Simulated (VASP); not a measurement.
# TiN (Fm-3m) in VASP: further runs

TiN is run at these levels: PBEsol; tasks: electric field gradients.

Everything below comes from runs of VASP 6.6.1. Logs are shortened: lines on timing, memory, paths and dates and some standing lists are left out, and cuts for length are marked.

### Step 1. The cell of the first run

The structure is cubic, space group Fm-3m (No. 225). The conventional cell has a = 4.258 Å, b = 4.258 Å, c = 4.258 Å, α = 90.00°, β = 90.00°, γ = 90.00°. Within 2.8 Å of Ti (site symmetry m-3m) lie 6 N at 2.13 Å. N (site symmetry m-3m) has 6 Ti at 2.13 Å within 2.8 Å.

### Step 2. Electric field gradients, PBEsol (volume scaled by 1.01)

The input, INCAR:

```
ALGO = Normal
EDIFF = 1E-8
ENCUT = 520
GGA = PS
ISIF = 2
ISMEAR = -1
LASPH = T
LCHARG = F
LEFG = T
LREAL = F
LWAVE = F
NBANDS = 16
NELM = 100
PREC = Accurate
SIGMA = 0.05
```

The input, KPOINTS:

```
k-points
0
Gamma
  17 17 17
```

The input, POSCAR:

```
TiN
1.0
    0.0000000000      2.1290498857      2.1290498857
    2.1290498857      0.0000000000      2.1290498857
    2.1290498857      2.1290498857      0.0000000000
Ti N
1 1
Direct
    0.0000000000      0.0000000000      0.0000000000
    0.5000000000      0.5000000000      0.5000000000
```

Potentials or basis: VASP PAW PBE potentials, release 64 (Ti_sv, N).

Launch:

```bash
$ cat potpaw_PBE.64/Ti_sv/POTCAR potpaw_PBE.64/N/POTCAR > POTCAR
$ mpirun -np 1 vasp_std > vasp.out
```

OUTCAR:

```text
EDIFF = 1E-8
   ENCUT = 520
   GGA = PS
   ISIF = 2
   ISMEAR = -1
   LASPH = T
   LREAL = F
   NELM = 100
   PREC = Accurate

 ion  position               nearest neighbor table
   1  0.000  0.000  0.000-   2 2.13   2 2.13   2 2.13   2 2.13   2 2.13   2 2.13
   2  0.500  0.500  0.500-   1 2.13   1 2.13   1 2.13   1 2.13   1 2.13   1 2.13

  LATTYP: Found a face centered cubic cell.
 ALAT       =     4.2580997714

  Lattice vectors:

 A1 = (   0.0000000000,   2.1290498857,   2.1290498857)
 A2 = (   2.1290498857,   0.0000000000,   2.1290498857)
 A3 = (   2.1290498857,   2.1290498857,   0.0000000000)

Analysis of symmetry for initial positions (statically):
=====================================================================
 Subroutine PRICEL returns:
 Original cell was already a primitive cell.

 Routine SETGRP: Setting up the symmetry group for a
 face centered cubic supercell.

 Subroutine GETGRP returns: Found 48 space group operations
 (whereof 48 operations were pure point group operations)
 out of a pool of 48 trial point group operations.

The static configuration has the point symmetry O_h .

Analysis of symmetry for dynamics (positions and initial velocities):
=====================================================================
 Subroutine PRICEL returns:
 Original cell was already a primitive cell.

 Routine SETGRP: Setting up the symmetry group for a
 face centered cubic supercell.

 Subroutine GETGRP returns: Found 48 space group operations
 (whereof 48 operations were pure point group operations)
 out of a pool of 48 trial point group operations.

The dynamic configuration has the point symmetry O_h .

 Subroutine INISYM returns: Found 48 space group operations
 (whereof 48 operations are pure point group operations),
 and found     1 'primitive' translations

----------------------------------------------------------------------------------------

                                     Primitive cell

  volume of cell :      19.3013

  direct lattice vectors                    reciprocal lattice vectors
     0.000000000  2.129049886  2.129049886    -0.234846540  0.234846540  0.234846540
     2.129049886  0.000000000  2.129049886     0.234846540 -0.234846540  0.234846540
     2.129049886  2.129049886  0.000000000     0.234846540  0.234846540 -0.234846540

  length of vectors
     3.010931223  3.010931223  3.010931223     0.406766140  0.406766140  0.406766140

  position of ions in fractional coordinates (direct lattice)
     0.000000000  0.000000000  0.000000000
     0.500000000  0.500000000  0.500000000

  ion indices of the primitive-cell ions
   primitive index   ion index
                 1           1
                 2           2

----------------------------------------------------------------------------------------

 KPOINTS: k-points

Automatic generation of k-mesh.
 Grid dimensions read from file:
 generate k-points for:   17   17   17

 Generating k-lattice:

  Cartesian coordinates                     Fractional coordinates (reciprocal lattice)
    -0.013814502  0.013814502  0.013814502     0.058823529  0.000000000  0.000000000
     0.013814502 -0.013814502  0.013814502     0.000000000  0.058823529  0.000000000
     0.013814502  0.013814502 -0.013814502     0.000000000  0.000000000  0.058823529

  Length of vectors
     0.023927420  0.023927420  0.023927420

  Shift w.r.t. Gamma in fractional coordinates (k-lattice)
     0.000000000  0.000000000  0.000000000

 Subroutine IBZKPT returns following result:
 ===========================================

 Found    165 irreducible k-points:

 Following reciprocal coordinates:
            Coordinates               Weight
  0.000000  0.000000  0.000000      1.000000
  0.058824  0.000000  0.000000      8.000000
  0.117647  0.000000  0.000000      8.000000
  0.176471  0.000000  0.000000      8.000000
  0.235294  0.000000  0.000000      8.000000
  0.294118  0.000000  0.000000      8.000000
[... 16 lines left out ...]
 -0.176471  0.058824  0.000000     24.000000
 -0.117647  0.058824  0.000000     24.000000
 [... further k-points ...]
   k-points           NKPTS =    165   k-points in BZ     NKDIM =    165   number of bands    NBANDS=     16
   number of dos      NEDOS =    301   number of ions     NIONS =      2
   total plane-waves  NPLWV =  13824
   dimension x,y,z NGX =    24 NGY =   24 NGZ =   24
   dimension x,y,z NGXF=    48 NGYF=   48 NGZF=   48
   ions per type =               1   1
   NGX,Y,Z   is equivalent  to a cutoff of  13.25, 13.25, 13.25 a.u.
   NGXF,Y,Z  is equivalent  to a cutoff of  26.50, 26.50, 26.50 a.u.
 SYSTEM =  unknown system
   PREC   = accura    normal or accurate (medium, high low for compatibility)
   ISTART =      0    job   : 0-new  1-cont  2-samecut
   ICHARG =      2    charge: 1-file 2-atom 10-const
   ISPIN  =      1    spin polarized calculation?
   LNONCOLLINEAR =      F non collinear calculations
   LSORBIT =      F    spin-orbit coupling
   LASPH  =      T    aspherical Exc in radial PAW
   ENCUT  =  520.0 eV  38.22 Ry    6.18 a.u.   5.60  5.60  5.60*2*pi/ulx,y,z
   NELM   =    100;   NELMIN=  2; NELMDL= -5     # of ELM steps
   EDIFF  = 0.1E-07   stopping-criterion for ELM
   LREAL  =      F    real-space projection
   EDIFFG = 0.1E-06   stopping-criterion for IOM
   NSW    =      0    number of steps for IOM
   IBRION =     -1    ionic relax: 0-MD 1-quasi-New 2-CG
   NFREE  =      0    steps in history (QN), initial steepest desc. (CG)
   ISIF   =      2    stress and relaxation
   ISYM   =      2    0-nonsym 1-usesym 2-fastsym
   POTIM  = 0.5000    time-step for ionic-motion
   TEBEG  =    0.0;   TEEND  =   0.0 temperature during run
   PSTRESS=    0.0 pullay stress
   NELECT =      17.0000    total number of electrons
   NUPDOWN=      -1.0000    fix difference up-down
   EMIN   =  10.00;   EMAX   =-10.00  energy-range for DOS
   EFERMI =   0.00;   METHOD = LEGACY
   ISMEAR =    -1;   SIGMA  =   0.05  broadening in eV -4-tet -1-fermi 0-gaus
   EFERMI_NEDOS =   21; number of points for ismear=-14 and -15
   IALGO  =     38    algorithm
   IMIX   =      4    mixing-type and parameters
     AMIX     =   0.40;   BMIX     =  1.00
     AMIX_MAG =   1.60;   BMIX_MAG =  1.00
  volume/ion in A,a.u.               =       9.65        65.13
  Fermi-wavevector in a.u.,A,eV,Ry     =   1.569261  2.965474 33.505455  2.462581
  Thomas-Fermi vector in A             =   2.671170
   LORBIT       =      0    0 simple, 1 ext, 2 COOP (PROOUT), +10 PAW based schemes
   GGA     = PS    functional components
   LHFCALC =     F    Hartree Fock is set to
   AEXX    =    0.0000 exact exchange contribution
   IVDW    =     0    specifies the selected vdW correction
   LEPSILON=     F    determine dielectric tensor
   LRPA    =     F    only Hartree local field effects (RPA)
 non-spin polarized calculation
  energy-cutoff  :      520.00
  volume of cell :       19.30
 maximum number of plane-waves:       534
   NGX = 11   NGY = 11   NGZ = 11

 number of electron      17.0000003 magnetization

 Free energy of the ion-electron system (eV)
  ---------------------------------------------------
  ext. energy  EPLUGINS =         0.00000000
  ---------------------------------------------------
  free energy    TOTEN  =       -20.76211725 eV

  energy without entropy =      -20.75532883  energy(sigma->0) =      -20.75872304

 E-fermi :  11.1477     XC(G=0): -13.1585

 val. band max:       11.1185350241   @ k =   0.1176   0.0588   0.0000
 cond. band min:      11.1488107462   @ k =  -0.1176   0.0588   0.0000
 fundamental gap:      0.0302757221
 Fermi energy:        11.1477233331

 k-point     1 :       0.0000    0.0000    0.0000
  band No.  band energies     occupation
      1     -46.4736      2.00000
      2     -22.5612      2.00000
      3     -22.5612      2.00000
      4     -22.5612      2.00000
      5      -5.8147      2.00000
      6       9.1514      2.00000
[... 8 lines left out ...]
     15      24.1740      0.00000
     16      30.7153      0.00000

 k-point     2 :       0.0588    0.0000    0.0000
  band No.  band energies     occupation
      1     -46.4705      2.00000
      2     -22.5836      2.00000
      3     -22.5631      2.00000
      4     -22.5631      2.00000
      5      -5.7475      2.00000
      6       8.7440      2.00000
[... 8 lines left out ...]
     15      24.2284      0.00000
     16      30.6137      0.00000

 k-point     3 :       0.1176    0.0000    0.0000
  band No.  band energies     occupation
      1     -46.4614      2.00000
      2     -22.6472      2.00000
      3     -22.5685      2.00000
      4     -22.5685      2.00000
      5      -5.5517      2.00000
      6       7.8926      2.00000
[... 8 lines left out ...]
     15      24.3019      0.00000
     16      30.3006      0.00000

 k-point     4 :       0.1765    0.0000    0.0000
  band No.  band energies     occupation
      1     -46.4476      2.00000
      2     -22.7424      2.00000
      3     -22.5767      2.00000
      4     -22.5767      2.00000
      5      -5.2438      2.00000
      6       6.9004      2.00000
[... 8 lines left out ...]
     15      24.2138      0.00000
     16      29.6634      0.00000

 k-point     5 :       0.2353    0.0000    0.0000
  band No.  band energies     occupation
      1     -46.4309      2.00000
      2     -22.8552      2.00000
      3     -22.5864      2.00000
      4     -22.5864      2.00000
      5      -4.8510      2.00000
      6       5.8912      2.00000
[... 8 lines left out ...]
     15      23.9613      0.00000
     16      28.7397      0.00000

 k-point     6 :       0.2941    0.0000    0.0000
  band No.  band energies     occupation
      1     -46.4136      2.00000
      2     -22.9697      2.00000
      3     -22.5965      2.00000
      4     -22.5965      2.00000
      5      -4.4108      2.00000
      6       4.9428      2.00000
[... 8 lines left out ...]
     15      23.8231      0.00000
     16      27.6979      0.00000
[... 267 lines left out ...]
 k-point    21 :      -0.2941    0.0588    0.0000
  band No.  band energies     occupation
      1     -46.4063      2.00000
      2     -23.0026      2.00000
      3     -22.6231      2.00000
      4     -22.5926      2.00000
      5      -4.2459      2.00000
      6       4.6377      2.00000
[... 8 lines left out ...]
     15      23.8228      0.00000
     16      26.8892      0.00000

 k-point    22 :      -0.2353    0.0588    0.0000
  band No.  band energies     occupation
      1     -46.4231      2.00000
      2     -22.8945      2.00000
      3     -22.6131      2.00000
      4     -22.5816      2.00000
      5      -4.6764      2.00000
      6       5.4952      2.00000
[... 8 lines left out ...]
     15      23.8877      0.00000
     16      27.7464      0.00000

 k-point    23 :      -0.1765    0.0588    0.0000
  band No.  band energies     occupation
      1     -46.4399      2.00000
      2     -22.7834      2.00000
      3     -22.6010      2.00000
      4     -22.5721      2.00000
      5      -5.0777      2.00000
      6       6.4207      2.00000
[... 8 lines left out ...]
     15      24.1544      0.00000
     16      28.5957      0.00000

 k-point    24 :      -0.1176    0.0588    0.0000
  band No.  band energies     occupation
      1     -46.4547      2.00000
      2     -22.6850      2.00000
      3     -22.5882      2.00000
      4     -22.5653      2.00000
      5      -5.4085      2.00000
      6       7.3416      2.00000
[... 8 lines left out ...]
     15      24.3214      0.00000
     16      29.3769      0.00000

 [... further k-points ...]

------------------------ aborting loop because EDIFF is reached ----------------------------------------

  FORCE on cell =-STRESS in cart. coord.  units (eV):
  Direction    XX          YY          ZZ          XY          YZ          ZX
  --------------------------------------------------------------------------------------
  -------------------------------------------------------------------------------------
  Total       -1.2229709     -1.2229709     -1.2229709     -0.0000000     -0.0000000      0.0000000
  in kB     -101.5170989   -101.5170989   -101.5170989     -0.0000000     -0.0000000      0.0000000
  external PRESSURE =    -101.5170989 kB  Pullay stress =       0.0000000 kB

 VOLUME and BASIS-vectors are now :
 -----------------------------------------------------------------------------
  energy-cutoff  :      520.00
  volume of cell :       19.30
      direct lattice vectors                 reciprocal lattice vectors
     0.000000000  2.129049886  2.129049886    -0.234846540  0.234846540  0.234846540
     2.129049886  0.000000000  2.129049886     0.234846540 -0.234846540  0.234846540
     2.129049886  2.129049886  0.000000000     0.234846540  0.234846540 -0.234846540

 POSITION                                       TOTAL-FORCE (eV/Angst)
 -----------------------------------------------------------------------------------
      0.00000      0.00000      0.00000         0.000000      0.000000     -0.000000
      2.12905      2.12905      2.12905         0.000000      0.000000      0.000000
 -----------------------------------------------------------------------------------
    total drift:                                0.000000     -0.000000     -0.000000

  FREE ENERGIE OF THE ION-ELECTRON SYSTEM (eV)
  ---------------------------------------------------
  free  energy   TOTEN  =       -20.7621172457 eV

  energy  without entropy=      -20.7553288267  energy(sigma->0) =      -20.75872304

 Electric field gradients (V/A^2)
---------------------------------------------------------------------
 ion       V_xx      V_yy      V_zz      V_xy      V_xz      V_yz
---------------------------------------------------------------------
   1      -0.000    -0.000     0.000     0.001     0.001     0.001
   2      -0.000    -0.000    -0.000    -0.001    -0.001    -0.001
---------------------------------------------------------------------

 Electric field gradients after diagonalization (V/A^2)
 (convention: |V_zz| > |V_xx| > |V_yy|)
----------------------------------------------------------------------
 ion       V_xx      V_yy      V_zz     asymmetry (V_yy - V_xx)/ V_zz
----------------------------------------------------------------------
   1      -0.001    -0.001     0.002       0.000
   2       0.001     0.001    -0.001       0.000
----------------------------------------------------------------------

           NMR quadrupolar parameters

 Cq : quadrupolar parameter    Cq=e*Q*V_zz/h
 eta: asymmetry parameters     (V_yy - V_xx)/ V_zz
 Q  : nuclear electric quadrupole moment in mb (millibarn)
----------------------------------------------------------------------
 ion       Cq(MHz)       eta       Q (mb)
----------------------------------------------------------------------
   1       0.000       0.000       1.000
   2      -0.000       0.000       1.000
----------------------------------------------------------------------
```

Run time: 38 s. Hardware: 1 thread of AMD EPYC 9R45 (Zen 5), shared host; peak memory 0.14 GiB.

What came out:

```
Free energy : -20.7621 eV
Pressure    : -10.2 GPa
```

Caveat: without QUAD_EFG the Cq values of the log hold for a quadrupole moment of 1 mb, not for the nuclei; the PAW data sets were made with another functional, which shifts forces and pressure a little.

### Step 3. Electric field gradients, PBEsol (volume scaled by 1.01)

The input, INCAR:

```
SYSTEM = TiN
PREC = Accurate
ENCUT = 520
EDIFF = 1E-8
ISMEAR = -1
SIGMA = 0.05
LREAL = .False.
LASPH = .True.
NELM = 80
ALGO = Normal
ISIF = 2
LWAVE = .False.
LCHARG = .False.
GGA = PS
LEFG = .True.
NBANDS = 16
```

The input, KPOINTS:

```
Automatic mesh
0
Gamma
  17 17 17
  0 0 0
```

POSCAR is that of step 2.

Potentials or basis: VASP PAW PBE potentials, release 64 (Ti_sv, N).

Launch:

```bash
$ cat potpaw_PBE.64/Ti_sv/POTCAR potpaw_PBE.64/N/POTCAR > POTCAR
$ mpirun -np 1 vasp_std > vasp.out
```

OUTCAR:

```text
SYSTEM = TiN
   PREC = Accurate
   ENCUT = 520
   EDIFF = 1E-8
   ISMEAR = -1
   LREAL = .False.
   LASPH = .True.
   NELM = 80
   ISIF = 2
   GGA = PS

 ion  position               nearest neighbor table
   1  0.000  0.000  0.000-   2 2.13   2 2.13   2 2.13   2 2.13   2 2.13   2 2.13
   2  0.500  0.500  0.500-   1 2.13   1 2.13   1 2.13   1 2.13   1 2.13   1 2.13

  LATTYP: Found a face centered cubic cell.
 ALAT       =     4.2580997714

  Lattice vectors:

 A1 = (   0.0000000000,   2.1290498857,   2.1290498857)
[... 668 lines left out ...]
  ---------------------------------------------------
  free  energy   TOTEN  =       -20.7621172457 eV

  energy  without entropy=      -20.7553288267  energy(sigma->0) =      -20.75872304

 Electric field gradients (V/A^2)
---------------------------------------------------------------------
 ion       V_xx      V_yy      V_zz      V_xy      V_xz      V_yz
---------------------------------------------------------------------
   1      -0.000    -0.000     0.000     0.001     0.001     0.001
   2      -0.000    -0.000    -0.000    -0.001    -0.001    -0.001
---------------------------------------------------------------------

 Electric field gradients after diagonalization (V/A^2)
 (convention: |V_zz| > |V_xx| > |V_yy|)
----------------------------------------------------------------------
 ion       V_xx      V_yy      V_zz     asymmetry (V_yy - V_xx)/ V_zz
----------------------------------------------------------------------
   1      -0.001    -0.001     0.002       0.000
   2       0.001     0.001    -0.001       0.000
----------------------------------------------------------------------

           NMR quadrupolar parameters

 Cq : quadrupolar parameter    Cq=e*Q*V_zz/h
 eta: asymmetry parameters     (V_yy - V_xx)/ V_zz
 Q  : nuclear electric quadrupole moment in mb (millibarn)
----------------------------------------------------------------------
 ion       Cq(MHz)       eta       Q (mb)
----------------------------------------------------------------------
   1       0.000       0.000       1.000
   2      -0.000       0.000       1.000
----------------------------------------------------------------------
```

OSZICAR:

```text
N       E                     dE             d eps       ncg     rms          rms(c)
DAV:   1     0.132322107367E+03    0.13232E+03   -0.82168E+03  5304   0.125E+03
DAV:   2    -0.176389115121E+02   -0.14996E+03   -0.14029E+03  5760   0.346E+02
DAV:   3    -0.255536720698E+02   -0.79148E+01   -0.78341E+01  6872   0.822E+01
DAV:   4    -0.257480293645E+02   -0.19436E+00   -0.19421E+00  6304   0.123E+01
DAV:   5    -0.257520392388E+02   -0.40099E-02   -0.40099E-02  6296   0.163E+00    0.181E+01
DAV:   6    -0.211714072049E+02    0.45806E+01   -0.12533E+01  6952   0.529E+01    0.685E+00
DAV:   7    -0.208148346472E+02    0.35657E+00   -0.15718E+00  6336   0.155E+01    0.485E+00
DAV:   8    -0.210616908264E+02   -0.24686E+00   -0.12233E+00  6952   0.160E+01    0.645E+00
DAV:   9    -0.207689835509E+02    0.29271E+00   -0.43678E-01  5904   0.101E+01    0.129E+00
DAV:  10    -0.207644045001E+02    0.45791E-02   -0.42732E-02  6360   0.231E+00    0.410E-01
DAV:  11    -0.207622382721E+02    0.21662E-02   -0.52453E-03  6064   0.626E-01    0.184E-01
DAV:  12    -0.207621828317E+02    0.55440E-04   -0.36973E-04  6512   0.188E-01    0.864E-02
DAV:  13    -0.207621247212E+02    0.58110E-04   -0.21745E-04  6632   0.223E-01    0.181E-02
DAV:  14    -0.207621173737E+02    0.73476E-05   -0.13724E-05  6272   0.494E-02    0.755E-03
DAV:  15    -0.207621173445E+02    0.29178E-07   -0.19760E-06  6576   0.110E-02    0.682E-03
DAV:  16    -0.207621172361E+02    0.10844E-06   -0.28848E-07  6960   0.679E-03    0.876E-04
DAV:  17    -0.207621172457E+02   -0.96870E-08   -0.11592E-08  5120   0.108E-03
   1 F= -.20762117E+02 E0= -.20758723E+02  d E =-.678842E-02
```

Wall time 39 s (1 thread of AMD EPYC 9R45 (Zen 5), shared host); peak memory 0.14 GiB.

Results:

* Free energy: -20.7621 eV
* Pressure: -10.2 GPa

Caveat: without QUAD_EFG the Cq values of the log hold for a quadrupole moment of 1 mb, not for the nuclei; the PAW data sets were made with another functional, which shifts forces and pressure a little.
